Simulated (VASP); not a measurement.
# MgSe (Fm-3m) in VASP: a series of runs

MgSe is run at these levels: BLYP+D3(BJ); tasks: single point.

Program: VASP 6.6.1. These are calculated values, not measurements. Logs are shortened: lines on timing, memory, paths and dates and some standing lists are left out, and cuts for length are marked.

## Step 1: The cell of the first run

The structure is cubic, space group Fm-3m (No. 225). Conventional cell: a = 5.451 Å, b = 5.451 Å, c = 5.451 Å, α = 90.00°, β = 90.00°, γ = 90.00°. Within 3.6 Å of Mg (site symmetry m-3m) lie 6 Se at 2.73 Å. Se (site symmetry m-3m) has 6 Mg at 2.73 Å within 3.6 Å.

## Step 2: Single point, BLYP+D3(BJ)

INCAR reads:

```
PREC = Accurate
ENCUT = 600
EDIFF = 1E-6
ISMEAR = 0
SIGMA = 0.05
LREAL = F
LASPH = T
NELM = 120
ALGO = Normal
ISIF = 2
LWAVE = F
LCHARG = T
GGA = B5
ALDAX = 1.0
AGGAX = 1.0
AGGAC = 1.0
ALDAC = 0.0
IVDW = 12
VDW_S6 = 1.0
VDW_S8 = 2.6996
VDW_A1 = 0.4298
VDW_A2 = 4.2359
LELF = T
LVHAR = T
NBANDS = 11
GGA_COMPAT = F
```

KPOINTS reads:

```
regular mesh
0
Gamma
  8 8 8
```

POSCAR reads:

```
MgSe
1.0
    0.0000000000      2.7254991651      2.7254991651
    2.7254991651      0.0000000000      2.7254991651
    2.7254991651      2.7254991651      0.0000000000
Mg Se
1 1
Direct
    0.0000000000      0.0000000000      0.0000000000
    0.5000000000      0.5000000000      0.5000000000
```

Potentials or basis: VASP PAW PBE potentials, release 64 (Mg, Se).

On the command line:

```console
> cat potpaw_PBE.64/Mg/POTCAR potpaw_PBE.64/Se/POTCAR > POTCAR
> mpirun -np 1 vasp_std > vasp.out
```

OUTCAR:

```text
PREC = Accurate
   ENCUT = 600
   EDIFF = 1E-6
   ISMEAR = 0
   LREAL = F
   LASPH = T
   NELM = 120
   ISIF = 2
   GGA = B5
   IVDW = 12
 IVDW          = 12

 ion  position               nearest neighbor table
   1  0.000  0.000  0.000-   2 2.73   2 2.73   2 2.73   2 2.73   2 2.73   2 2.73
   2  0.500  0.500  0.500-   1 2.73   1 2.73   1 2.73   1 2.73   1 2.73   1 2.73

  LATTYP: Found a face centered cubic cell.
 ALAT       =     5.4509983302

  Lattice vectors:

 A1 = (   0.0000000000,   2.7254991651,   2.7254991651)
 A2 = (   2.7254991651,   0.0000000000,   2.7254991651)
 A3 = (   2.7254991651,   2.7254991651,   0.0000000000)

Analysis of symmetry for initial positions (statically):
=====================================================================
 Subroutine PRICEL returns:
 Original cell was already a primitive cell.

 Routine SETGRP: Setting up the symmetry group for a
 face centered cubic supercell.

 Subroutine GETGRP returns: Found 48 space group operations
 (whereof 48 operations were pure point group operations)
 out of a pool of 48 trial point group operations.

The static configuration has the point symmetry O_h .

Analysis of symmetry for dynamics (positions and initial velocities):
=====================================================================
 Subroutine PRICEL returns:
 Original cell was already a primitive cell.

 Routine SETGRP: Setting up the symmetry group for a
 face centered cubic supercell.

 Subroutine GETGRP returns: Found 48 space group operations
 (whereof 48 operations were pure point group operations)
 out of a pool of 48 trial point group operations.

The dynamic configuration has the point symmetry O_h .

 Subroutine INISYM returns: Found 48 space group operations
 (whereof 48 operations are pure point group operations),
 and found     1 'primitive' translations

----------------------------------------------------------------------------------------

                                     Primitive cell

  volume of cell :      40.4919

  direct lattice vectors                    reciprocal lattice vectors
     0.000000000  2.725499165  2.725499165    -0.183452634  0.183452634  0.183452634
     2.725499165  0.000000000  2.725499165     0.183452634 -0.183452634  0.183452634
     2.725499165  2.725499165  0.000000000     0.183452634  0.183452634 -0.183452634

  length of vectors
     3.854437884  3.854437884  3.854437884     0.317749282  0.317749282  0.317749282

  position of ions in fractional coordinates (direct lattice)
     0.000000000  0.000000000  0.000000000
     0.500000000  0.500000000  0.500000000

  ion indices of the primitive-cell ions
   primitive index   ion index
                 1           1
                 2           2

----------------------------------------------------------------------------------------

 KPOINTS: regular mesh

Automatic generation of k-mesh.
 Grid dimensions read from file:
 generate k-points for:    8    8    8

 Generating k-lattice:

  Cartesian coordinates                     Fractional coordinates (reciprocal lattice)
    -0.022931579  0.022931579  0.022931579     0.125000000  0.000000000  0.000000000
     0.022931579 -0.022931579  0.022931579     0.000000000  0.125000000  0.000000000
     0.022931579  0.022931579 -0.022931579     0.000000000  0.000000000  0.125000000

  Length of vectors
     0.039718660  0.039718660  0.039718660

  Shift w.r.t. Gamma in fractional coordinates (k-lattice)
     0.000000000  0.000000000  0.000000000

 Subroutine IBZKPT returns following result:
 ===========================================

 Found     29 irreducible k-points:

 Following reciprocal coordinates:
            Coordinates               Weight
  0.000000  0.000000  0.000000      1.000000
  0.125000  0.000000  0.000000      8.000000
  0.250000  0.000000  0.000000      8.000000
  0.375000  0.000000  0.000000      8.000000
  0.500000  0.000000  0.000000      4.000000
  0.125000  0.125000  0.000000      6.000000
[... 16 lines left out ...]
  0.500000  0.250000  0.125000     48.000000
 -0.375000  0.250000  0.125000     24.000000
 [... further k-points ...]
   k-points           NKPTS =     29   k-points in BZ     NKDIM =     29   number of bands    NBANDS=     11
   number of dos      NEDOS =    301   number of ions     NIONS =      2
   total plane-waves  NPLWV =  32768
   dimension x,y,z NGX =    32 NGY =   32 NGZ =   32
   dimension x,y,z NGXF=    64 NGYF=   64 NGZF=   64
   ions per type =               1   1
   NGX,Y,Z   is equivalent  to a cutoff of  13.80, 13.80, 13.80 a.u.
   NGXF,Y,Z  is equivalent  to a cutoff of  27.60, 27.60, 27.60 a.u.
 SYSTEM =  unknown system
   PREC   = accura    normal or accurate (medium, high low for compatibility)
   ISTART =      0    job   : 0-new  1-cont  2-samecut
   ICHARG =      2    charge: 1-file 2-atom 10-const
   ISPIN  =      1    spin polarized calculation?
   LNONCOLLINEAR =      F non collinear calculations
   LSORBIT =      F    spin-orbit coupling
   LASPH  =      T    aspherical Exc in radial PAW
   ENCUT  =  600.0 eV  44.10 Ry    6.64 a.u.   7.70  7.70  7.70*2*pi/ulx,y,z
   NELM   =    120;   NELMIN=  2; NELMDL= -5     # of ELM steps
   EDIFF  = 0.1E-05   stopping-criterion for ELM
   LREAL  =      F    real-space projection
   EDIFFG = 0.1E-04   stopping-criterion for IOM
   NSW    =      0    number of steps for IOM
   IBRION =     -1    ionic relax: 0-MD 1-quasi-New 2-CG
   NFREE  =      0    steps in history (QN), initial steepest desc. (CG)
   ISIF   =      2    stress and relaxation
   ISYM   =      2    0-nonsym 1-usesym 2-fastsym
   POTIM  = 0.5000    time-step for ionic-motion
   TEBEG  =    0.0;   TEEND  =   0.0 temperature during run
   PSTRESS=    0.0 pullay stress
   NELECT =       8.0000    total number of electrons
   NUPDOWN=      -1.0000    fix difference up-down
   EMIN   =  10.00;   EMAX   =-10.00  energy-range for DOS
   EFERMI =   0.00;   METHOD = LEGACY
   ISMEAR =     0;   SIGMA  =   0.05  broadening in eV -4-tet -1-fermi 0-gaus
   EFERMI_NEDOS =   21; number of points for ismear=-14 and -15
   IALGO  =     38    algorithm
   IMIX   =      4    mixing-type and parameters
     AMIX     =   0.40;   BMIX     =  1.00
     AMIX_MAG =   1.60;   BMIX_MAG =  1.00
  volume/ion in A,a.u.               =      20.25       136.63
  Fermi-wavevector in a.u.,A,eV,Ry     =   0.953488  1.801832 12.369604  0.909140
  Thomas-Fermi vector in A             =   2.082148
   LORBIT       =      0    0 simple, 1 ext, 2 COOP (PROOUT), +10 PAW based schemes
   GGA     = B5    functional components
   LHFCALC =     F    Hartree Fock is set to
   AEXX    =    0.0000 exact exchange contribution
   IVDW    =    12    specifies the selected vdW correction
   LEPSILON=     F    determine dielectric tensor
   LRPA    =     F    only Hartree local field effects (RPA)
 non-spin polarized calculation
 Gauss-broadening in eV      SIGMA  =   0.05
  energy-cutoff  :      600.00
  volume of cell :       40.49
 maximum number of plane-waves:      1365
   NGX = 15   NGY = 15   NGZ = 15

 number of electron       8.0000000 magnetization

 Free energy of the ion-electron system (eV)
  ---------------------------------------------------
  ext. energy  EPLUGINS =         0.00000000
  ---------------------------------------------------
  free energy    TOTEN  =        -6.38379232 eV

  energy without entropy =       -6.38379232  energy(sigma->0) =       -6.38379232

 E-fermi :   3.8633     XC(G=0):  -8.9046

 val. band max:        3.6191811193   @ k =   0.0000   0.0000   0.0000
 cond. band min:       5.4838687220   @ k =   0.5000   0.5000   0.0000
 fundamental gap:      1.8646876028
 Fermi energy:         3.8632614500

 k-point     1 :       0.0000    0.0000    0.0000
  band No.  band energies     occupation
      1      -9.2760      2.00000
      2       3.6192      2.00000
      3       3.6192      2.00000
      4       3.6192      2.00000
      5       6.3882      0.00000
      6      11.2518      0.00000
      7      11.2518      0.00000
      8      11.2518      0.00000
      9      13.6599      0.00000
     10      13.6599      0.00000
     11      14.9699      0.00000

 k-point     2 :       0.1250    0.0000    0.0000
  band No.  band energies     occupation
      1      -9.1458      2.00000
      2       2.4476      2.00000
      3       3.5223      2.00000
      4       3.5223      2.00000
      5       7.3333      0.00000
      6      10.9768      0.00000
      7      11.4606      0.00000
      8      11.4606      0.00000
      9      12.6886      0.00000
     10      12.6886      0.00000
     11      14.5504      0.00000

 k-point     3 :       0.2500    0.0000    0.0000
  band No.  band energies     occupation
      1      -8.7978      2.00000
      2       0.6856      2.00000
      3       3.3115      2.00000
      4       3.3115      2.00000
      5       7.9772      0.00000
      6      10.8287      0.00000
      7      10.8287      0.00000
      8      11.5485      0.00000
      9      13.3690      0.00000
     10      13.3690      0.00000
     11      13.8378      0.00000

 k-point     4 :       0.3750    0.0000    0.0000
  band No.  band energies     occupation
      1      -8.3838      2.00000
      2      -0.6838      2.00000
      3       3.1263      2.00000
      4       3.1263      2.00000
      5       7.8535      0.00000
      6      10.1060      0.00000
      7      10.1060      0.00000
      8      12.3157      0.00000
      9      14.2915      0.00000
     10      15.3009      0.00000
     11      15.3009      0.00000
[... 239 lines left out ...]
 k-point    22 :       0.3750    0.2500    0.1250
  band No.  band energies     occupation
      1      -8.5281      2.00000
      2       0.4379      2.00000
      3       2.1407      2.00000
      4       2.9448      2.00000
      5       8.5508      0.00000
      6       9.9581      0.00000
      7      10.1206      0.00000
      8      12.1253      0.00000
      9      13.3430      0.00000
     10      16.2446      0.00000
     11      16.7062      0.00000

 k-point    23 :       0.5000    0.2500    0.1250
  band No.  band energies     occupation
      1      -8.1819      2.00000
      2      -0.3450      2.00000
      3       1.6175      2.00000
      4       2.6176      2.00000
      5       8.4603      0.00000
      6       9.5614      0.00000
      7      11.0790      0.00000
      8      12.0653      0.00000
      9      14.6507      0.00000
     10      16.5155      0.00000
     11      17.2855      0.00000

 k-point    24 :      -0.3750    0.2500    0.1250
  band No.  band energies     occupation
      1      -8.0204      2.00000
      2      -0.6993      2.00000
      3       1.4818      2.00000
      4       2.4447      2.00000
      5       8.4373      0.00000
      6       9.2796      0.00000
      7      11.5090      0.00000
      8      12.9019      0.00000
      9      14.9034      0.00000
     10      15.4636      0.00000
     11      18.0094      0.00000

 [... further k-points ...]

------------------------ aborting loop because EDIFF is reached ----------------------------------------

 Edisp (eV)   -1.68989

 E8    (eV) :    -1.2307

  FORCE on cell =-STRESS in cart. coord.  units (eV):
  Direction    XX          YY          ZZ          XY          YZ          ZX
  --------------------------------------------------------------------------------------
  -------------------------------------------------------------------------------------
  Total      -0.58684    -0.58684    -0.58684     0.00000     0.00000    -0.00000
  in kB     -23.21995   -23.21995   -23.21995     0.00000     0.00000    -0.00000
  external pressure =      -23.22 kB  Pullay stress =        0.00 kB

 VOLUME and BASIS-vectors are now :
 -----------------------------------------------------------------------------
  energy-cutoff  :      600.00
  volume of cell :       40.49
      direct lattice vectors                 reciprocal lattice vectors
     0.000000000  2.725499165  2.725499165    -0.183452634  0.183452634  0.183452634
     2.725499165  0.000000000  2.725499165     0.183452634 -0.183452634  0.183452634
     2.725499165  2.725499165  0.000000000     0.183452634  0.183452634 -0.183452634

 POSITION                                       TOTAL-FORCE (eV/Angst)
 -----------------------------------------------------------------------------------
      0.00000      0.00000      0.00000         0.000000     -0.000000     -0.000000
      2.72550      2.72550      2.72550        -0.000000      0.000000      0.000000
 -----------------------------------------------------------------------------------
    total drift:                               -0.000000     -0.000000      0.000000

  FREE ENERGIE OF THE ION-ELECTRON SYSTEM (eV)
  ---------------------------------------------------
  free  energy   TOTEN  =        -8.0736800424 eV

  energy  without entropy=       -8.0736800424  energy(sigma->0) =       -8.07368004
```

Wall time 20 s (1 thread of Intel Xeon Platinum 8488C (Sapphire Rapids), shared host); peak memory 0.19 GiB.

What came out:

| Property | Result |
| --- | --- |
| Free energy | -8.0737 eV |
| Pressure | -2.3 GPa |
| Band gap on the k mesh | 1.86 eV, indirect (least direct gap 2.77 eV) |
| Dispersion energy per atom | -0.845 eV |

Caveat: the PAW data sets were made with another functional, which shifts forces and pressure a little. A k mesh can miss the band edges.

## Step 3: Single point, BLYP+D3(BJ)

This run uses another cell than the first one, of 19.93 Å³/atom, 0.984 times its volume.

INCAR reads:

```
PREC     = Accurate       # precision mode
ENCUT    = 600            # plane-wave cutoff, eV
EDIFF    = 1E-6           # SCF threshold, eV
ISMEAR   = 0              # smearing method
SIGMA    = 0.05           # smearing width, eV
LREAL    = F              # projectors in reciprocal space
LASPH    = T              # aspherical terms in the spheres
NELM     = 120            # most SCF steps
ALGO     = Normal         # electronic algorithm
ISIF     = 2              # what is computed and relaxed
LWAVE    = F              # write WAVECAR
LCHARG   = F              # write CHGCAR
GGA      = B5             # functional
ALDAX    = 1.0          
AGGAX    = 1.0          
AGGAC    = 1.0          
ALDAC    = 0.0          
IVDW     = 12             # dispersion correction
VDW_S6   = 1.0          
VDW_S8   = 2.6996       
VDW_A1   = 0.4298       
VDW_A2   = 4.2359       
NBANDS   = 11             # bands
GGA_COMPAT= F
```

KPOINTS reads:

```
Automatic mesh
0
Gamma
  8 8 8
```

POSCAR reads:

```
MgSe
1.0
    0.0000000000      2.7110848655      2.7110848655
    2.7110848655      0.0000000000      2.7110848655
    2.7110848655      2.7110848655      0.0000000000
Mg Se
1 1
Direct
    0.0000000000      0.0000000000      0.0000000000
    0.5000000000      0.5000000000      0.5000000000
```

Potentials or basis: VASP PAW PBE potentials, release 64 (Mg, Se).

On the command line:

```console
> cat potpaw_PBE.64/Mg/POTCAR potpaw_PBE.64/Se/POTCAR > POTCAR
> mpirun -np 1 vasp_std > vasp.out
```

Run time: 22 s. Hardware: 1 thread of Intel Xeon Platinum 8488C (Sapphire Rapids), shared host; peak memory 0.19 GiB.

Results (log left out):

```
Free energy                : -8.0809 eV
Pressure                   : -1.3 GPa
Band gap on the k mesh     : 1.90 eV, indirect (least direct gap 2.88 eV)
Dispersion energy per atom : -0.859 eV
```

Levels at points of the mesh, in eV from the valence-band top:
```csv
k point,band 2,band 3,band 4,band 5,band 6,band 7
"(0.00, 0.00, 0.00)",0.00,0.00,0.00,2.88,7.63,7.63
"(0.50, 0.00, 0.00)",-4.92,-0.58,-0.58,4.16,6.25,6.25
"(0.50, 0.50, 0.00)",-4.21,-1.77,-1.77,1.89,4.27,12.17
```

Caveat: the PAW data sets were made with another functional, which shifts forces and pressure a little. A k mesh can miss the band edges.
